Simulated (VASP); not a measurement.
# Li2ZnPdC6N6 (Fm-3m) in VASP: single point with PBE

Aim: the single point of Li2ZnPdC6N6 with PBE.

Everything below comes from runs of VASP 6.6.1. Logs are shortened: lines on timing, memory, paths and dates and some standing lists are left out, and cuts for length are marked.

## Step 1: The cell of the first run

The structure is cubic, space group Fm-3m (No. 225). Conventional cell: a = 11.139 Å, b = 11.139 Å, c = 11.139 Å, α = 90.00°, β = 90.00°, γ = 90.00°. Within 5.2 Å of Li (site symmetry -43m) lie 12 C at 3.98 Å and 12 N at 3.98 Å and 4 Zn at 4.82 Å and 4 Pd at 4.82 Å. Zn (site symmetry m-3m) has 6 C at 2.21 Å within 2.9 Å. Pd (site symmetry m-3m) has 6 N at 2.19 Å within 2.9 Å. Within 1.6 Å of C (site symmetry 4mm) lie 1 N at 1.17 Å. Within 1.6 Å of N (site symmetry 4mm) lie 1 C at 1.17 Å.

## Step 2: Single point, PBE, collinear spin

The input, INCAR:

```
PREC = Accurate ; ENCUT = 520
EDIFF = 1E-7 ; ISMEAR = 0
SIGMA = 0.02 ; LREAL = Auto
LASPH = T ; NELM = 150
ALGO = Normal ; ISIF = 2
LWAVE = F ; LCHARG = T
ISPIN = 2 ; MAGMOM = 0 0 0 1.4 0 0 0 0 0 0 0 0 0 0 0 0
LORBIT = 11 ; LMAXMIX = 4
GGA = PE ; LELF = T
LVHAR = T ; NBANDS = 59
```

The input, KPOINTS:

```
Automatic mesh
0
Gamma
  4 4 4
```

The input, POSCAR:

```
Li2ZnPdC6N6
1.0
    0.0000000000      5.5696658108      5.5696658108
    5.5696658108      0.0000000000      5.5696658108
    5.5696658108      5.5696658108      0.0000000000
Li Zn Pd C N
2 1 1 6 6
Direct
    0.2500000000      0.2500000000      0.2500000000
    0.7500000000      0.7500000000      0.7500000000
    0.0000000000      0.0000000000      0.0000000000
    0.5000000000      0.5000000000      0.5000000000
    0.8019843226      0.1980156774      0.1980156774
    0.1980156774      0.8019843226      0.1980156774
    0.1980156774      0.1980156774      0.8019843226
    0.1980156774      0.8019843226      0.8019843226
    0.8019843226      0.1980156774      0.8019843226
    0.8019843226      0.8019843226      0.1980156774
    0.6967985564      0.3032014436      0.3032014436
    0.3032014436      0.6967985564      0.3032014436
    0.3032014436      0.3032014436      0.6967985564
    0.3032014436      0.6967985564      0.6967985564
    0.6967985564      0.3032014436      0.6967985564
    0.6967985564      0.6967985564      0.3032014436
```

Potentials or basis: VASP PAW PBE potentials, release 64 (Li_sv, Zn, Pd, C, N).

Run with:

```
cat potpaw_PBE.64/Li_sv/POTCAR potpaw_PBE.64/Zn/POTCAR potpaw_PBE.64/Pd/POTCAR potpaw_PBE.64/C/POTCAR potpaw_PBE.64/N/POTCAR > POTCAR
mpirun -np 1 vasp_std > vasp.out
```

OUTCAR:

```text
PREC = Accurate
   ENCUT = 520
   EDIFF = 1E-7
   ISMEAR = 0
   LREAL = Auto
   LASPH = T
   NELM = 150
   ISIF = 2
   ISPIN = 2
   LORBIT = 11
   GGA = PE

 ion  position               nearest neighbor table
   1  0.250  0.250  0.250-
   2  0.750  0.750  0.750-
   3  0.000  0.000  0.000-   5 2.21   6 2.21   7 2.21   8 2.21   9 2.21  10 2.21
   4  0.500  0.500  0.500-  11 2.19  12 2.19  13 2.19  14 2.19  15 2.19  16 2.19
   5  0.802  0.198  0.198-  11 1.17   3 2.21
   6  0.198  0.802  0.198-  12 1.17   3 2.21
   7  0.198  0.198  0.802-  13 1.17   3 2.21
   8  0.198  0.802  0.802-  14 1.17   3 2.21
   9  0.802  0.198  0.802-  15 1.17   3 2.21
  10  0.802  0.802  0.198-  16 1.17   3 2.21
  11  0.697  0.303  0.303-   5 1.17   4 2.19
  12  0.303  0.697  0.303-   6 1.17   4 2.19
  13  0.303  0.303  0.697-   7 1.17   4 2.19
  14  0.303  0.697  0.697-   8 1.17   4 2.19
  15  0.697  0.303  0.697-   9 1.17   4 2.19
  16  0.697  0.697  0.303-  10 1.17   4 2.19

  LATTYP: Found a face centered cubic cell.
 ALAT       =    11.1393316216

  Lattice vectors:

 A1 = (   0.0000000000,   5.5696658108,   5.5696658108)
 A2 = (   5.5696658108,   0.0000000000,   5.5696658108)
 A3 = (   5.5696658108,   5.5696658108,   0.0000000000)

Analysis of symmetry for initial positions (statically):
=====================================================================
 Subroutine PRICEL returns:
 Original cell was already a primitive cell.

 Routine SETGRP: Setting up the symmetry group for a
 face centered cubic supercell.

 Subroutine GETGRP returns: Found 48 space group operations
 (whereof 48 operations were pure point group operations)
 out of a pool of 48 trial point group operations.

The static configuration has the point symmetry O_h .

Analysis of symmetry for dynamics (positions and initial velocities):
=====================================================================
 Subroutine PRICEL returns:
 Original cell was already a primitive cell.

 Routine SETGRP: Setting up the symmetry group for a
 face centered cubic supercell.

 Subroutine GETGRP returns: Found 48 space group operations
 (whereof 48 operations were pure point group operations)
 out of a pool of 48 trial point group operations.

The dynamic configuration has the point symmetry O_h .

Analysis of structural, dynamic, and magnetic symmetry:
=====================================================================
 Subroutine PRICEL returns:
 Original cell was already a primitive cell.

 Routine SETGRP: Setting up the symmetry group for a
 face centered cubic supercell.

 Subroutine GETGRP returns: Found 48 space group operations
 (whereof 48 operations were pure point group operations)
 out of a pool of 48 trial point group operations.

The overall configuration has the point symmetry O_h .

 Subroutine INISYM returns: Found 48 space group operations
 (whereof 48 operations are pure point group operations),
 and found     1 'primitive' translations

----------------------------------------------------------------------------------------

                                     Primitive cell

  volume of cell :     345.5552

  direct lattice vectors                    reciprocal lattice vectors
     0.000000000  5.569665811  5.569665811    -0.089771993  0.089771993  0.089771993
     5.569665811  0.000000000  5.569665811     0.089771993 -0.089771993  0.089771993
     5.569665811  5.569665811  0.000000000     0.089771993  0.089771993 -0.089771993

  length of vectors
     7.876696928  7.876696928  7.876696928     0.155489653  0.155489653  0.155489653

  position of ions in fractional coordinates (direct lattice)
     0.250000000  0.250000000  0.250000000
     0.750000000  0.750000000  0.750000000
     0.000000000  0.000000000  0.000000000
     0.500000000  0.500000000  0.500000000
     0.801984323  0.198015677  0.198015677
[... 65 lines left out ...]
  0.500000  0.500000  0.000000      3.000000
 -0.250000  0.500000  0.250000      6.000000
   k-points           NKPTS =      8   k-points in BZ     NKDIM =      8   number of bands    NBANDS=     59
   number of dos      NEDOS =    301   number of ions     NIONS =     16
   total plane-waves  NPLWV = 216000
   dimension x,y,z NGX =    60 NGY =   60 NGZ =   60
   dimension x,y,z NGXF=   120 NGYF=  120 NGZF=  120
   ions per type =               2   1   1   6   6
   NGX,Y,Z   is equivalent  to a cutoff of  12.66, 12.66, 12.66 a.u.
   NGXF,Y,Z  is equivalent  to a cutoff of  25.33, 25.33, 25.33 a.u.
 SYSTEM =  unknown system
   PREC   = accura    normal or accurate (medium, high low for compatibility)
   ISTART =      0    job   : 0-new  1-cont  2-samecut
   ICHARG =      2    charge: 1-file 2-atom 10-const
   ISPIN  =      2    spin polarized calculation?
   LNONCOLLINEAR =      F non collinear calculations
   LSORBIT =      F    spin-orbit coupling
   LASPH  =      T    aspherical Exc in radial PAW
   ENCUT  =  520.0 eV  38.22 Ry    6.18 a.u.  14.65 14.65 14.65*2*pi/ulx,y,z
   NELM   =    150;   NELMIN=  2; NELMDL= -5     # of ELM steps
   EDIFF  = 0.1E-06   stopping-criterion for ELM
   LREAL  =      T    real-space projection
   EDIFFG = 0.1E-05   stopping-criterion for IOM
   NSW    =      0    number of steps for IOM
   IBRION =     -1    ionic relax: 0-MD 1-quasi-New 2-CG
   NFREE  =      0    steps in history (QN), initial steepest desc. (CG)
   ISIF   =      2    stress and relaxation
   ISYM   =      2    0-nonsym 1-usesym 2-fastsym
   POTIM  = 0.5000    time-step for ionic-motion
   TEBEG  =    0.0;   TEEND  =   0.0 temperature during run
   PSTRESS=    0.0 pullay stress
   NELECT =      82.0000    total number of electrons
   NUPDOWN=      -1.0000    fix difference up-down
   EMIN   =  10.00;   EMAX   =-10.00  energy-range for DOS
   EFERMI =   0.00;   METHOD = LEGACY
   ISMEAR =     0;   SIGMA  =   0.02  broadening in eV -4-tet -1-fermi 0-gaus
   EFERMI_NEDOS =   21; number of points for ismear=-14 and -15
   IALGO  =     38    algorithm
   IMIX   =      4    mixing-type and parameters
     AMIX     =   0.40;   BMIX     =  1.00
     AMIX_MAG =   1.60;   BMIX_MAG =  1.00
  volume/ion in A,a.u.               =      21.60       145.75
  Fermi-wavevector in a.u.,A,eV,Ry     =   1.013539  1.915310 13.976729  1.027261
  Thomas-Fermi vector in A             =   2.146713
   LORBIT       =     11    0 simple, 1 ext, 2 COOP (PROOUT), +10 PAW based schemes
   GGA     = PE    functional components
   LHFCALC =     F    Hartree Fock is set to
   AEXX    =    0.0000 exact exchange contribution
   IVDW    =     0    specifies the selected vdW correction
   LEPSILON=     F    determine dielectric tensor
   LRPA    =     F    only Hartree local field effects (RPA)
 spin polarized calculation
 Gauss-broadening in eV      SIGMA  =   0.02
  energy-cutoff  :      520.00
  volume of cell :      345.56
 maximum number of plane-waves:      9377
 NGX is ok and might be reduce to    60
   NGX = 29   NGY = 29   NGZ = 29

 number of electron      82.0000002 magnetization       2.0000100

 Free energy of the ion-electron system (eV)
  ---------------------------------------------------
  ext. energy  EPLUGINS =         0.00000000
  ---------------------------------------------------
  free energy    TOTEN  =      -106.94389464 eV

  energy without entropy =     -106.94389464  energy(sigma->0) =     -106.94389464

 E-fermi :   0.1885     XC(G=0):  -6.6553

 val. band max:        0.0719595381   @ k =   0.5000   0.5000   0.0000
 cond. band min:       0.9743198358   @ k =   0.5000   0.5000   0.0000
 fundamental gap:      0.9023602977
 Fermi energy:         0.1884971687

 spin component 1

 k-point     1 :       0.0000    0.0000    0.0000
  band No.  band energies     occupation
      1     -50.2520      1.00000
      2     -50.2520      1.00000
      3     -18.0248      1.00000
      4     -17.8811      1.00000
      5     -17.8811      1.00000
      6     -17.8811      1.00000
[... 437 lines left out ...]
     52       4.3925      0.00000
     53       4.4316      0.00000
 Fermi energy:         0.1884971687

 spin component 2

 k-point     1 :       0.0000    0.0000    0.0000
  band No.  band energies     occupation
      1     -50.2522      1.00000
      2     -50.2522      1.00000
      3     -17.9301      1.00000
      4     -17.7870      1.00000
      5     -17.7870      1.00000
      6     -17.7870      1.00000
[... 437 lines left out ...]
     52       4.4401      0.00000
     53       4.4746      0.00000
 [bands above 53 left out]

------------------------ aborting loop because EDIFF is reached ----------------------------------------

  FORCE on cell =-STRESS in cart. coord.  units (eV):
  Direction    XX          YY          ZZ          XY          YZ          ZX
  --------------------------------------------------------------------------------------
  -------------------------------------------------------------------------------------
  Total        0.7289513      0.7289513      0.7289513     -0.0000000      0.0000000     -0.0000000
  in kB        3.3798056      3.3798056      3.3798056     -0.0000000      0.0000000     -0.0000000
  external PRESSURE =       3.3798056 kB  Pullay stress =       0.0000000 kB

 VOLUME and BASIS-vectors are now :
 -----------------------------------------------------------------------------
  energy-cutoff  :      520.00
  volume of cell :      345.56
      direct lattice vectors                 reciprocal lattice vectors
     0.000000000  5.569665811  5.569665811    -0.089771993  0.089771993  0.089771993
     5.569665811  0.000000000  5.569665811     0.089771993 -0.089771993  0.089771993
     5.569665811  5.569665811  0.000000000     0.089771993  0.089771993 -0.089771993

 POSITION                                       TOTAL-FORCE (eV/Angst)
 -----------------------------------------------------------------------------------
      2.78483      2.78483      2.78483        -0.000000     -0.000000     -0.000000
      8.35450      8.35450      8.35450         0.000000     -0.000000     -0.000000
      0.00000      0.00000      0.00000         0.000000     -0.000000     -0.000000
      5.56967      5.56967      5.56967         0.000000     -0.000000     -0.000000
      2.20576      5.56967      5.56967        -0.383155     -0.000000     -0.000000
      5.56967      2.20576      5.56967         0.000000     -0.383155     -0.000000
[... 8 lines left out ...]
      5.56967      7.76187      5.56967         0.000000     -0.406207     -0.000000
      5.56967      5.56967      7.76187         0.000000     -0.000000     -0.406207
 -----------------------------------------------------------------------------------
    total drift:                                0.000000      0.000000     -0.000000

  FREE ENERGIE OF THE ION-ELECTRON SYSTEM (eV)
  ---------------------------------------------------
  free  energy   TOTEN  =      -106.9438946405 eV

  energy  without entropy=     -106.9438946405  energy(sigma->0) =     -106.94389464

 total charge

# of ion       s       p       d       tot
------------------------------------------
    1        1.982   0.001   0.000   1.983
    2        1.982   0.001   0.000   1.983
    3        0.407   0.483   9.848  10.738
    4        0.354   0.527   8.260   9.142
    5        0.976   1.594   0.000   2.570
    6        0.976   1.594   0.000   2.570
[... 8 lines left out ...]
   15        1.311   2.559   0.000   3.870
   16        1.311   2.559   0.000   3.870
--------------------------------------------------
tot         18.451  25.928  18.108  62.487

 magnetization (x)

# of ion       s       p       d       tot
------------------------------------------
    1       -0.000  -0.000   0.000  -0.000
    2       -0.000  -0.000   0.000  -0.000
    3        0.004   0.005   0.008   0.017
    4       -0.000  -0.004   1.341   1.337
    5        0.003   0.010   0.000   0.012
    6        0.003   0.010   0.000   0.012
[... 8 lines left out ...]
   15        0.022   0.066   0.000   0.089
   16        0.022   0.066   0.000   0.089
--------------------------------------------------
tot          0.153   0.459   1.349   1.960
```

Run time: 26 min. Hardware: 1 thread of Intel Xeon 8259CL, shared host; peak memory 0.79 GiB.

What came out:

```yaml
Free_energy: -106.9439 eV
Largest_force: 0.406 eV/Å
Band_gap_on_the_k_mesh: 0.90 eV
Net_moment: 2.00 μB per cell
Site_moments: Li -0.00; Zn +0.02; Pd +1.34; C +0.01; N +0.09 μB
Valence_electrons_inside_the_program's_atomic_spheres: Li 1.98; Zn 10.74; Pd 9.14; C 2.57; N 3.87
```

Forces on the atoms (eV/Å):
```
Li   0.000  0.000  0.000
Li   0.000  0.000  0.000
Zn   0.000  0.000  0.000
Pd   0.000  0.000  0.000
C   -0.383  0.000  0.000
C    0.000 -0.383  0.000
C    0.000  0.000 -0.383
C    0.383  0.000  0.000
C    0.000  0.383  0.000
C    0.000  0.000  0.383
N    0.406  0.000  0.000
N    0.000  0.406  0.000
N    0.000  0.000  0.406
N   -0.406  0.000  0.000
N    0.000 -0.406  0.000
N    0.000  0.000 -0.406
```

Caveat: the cutoff is under 1.25 times the usual one of these potentials, so pressure, stress and relaxed cells hold a basis-set (Pulay) error.
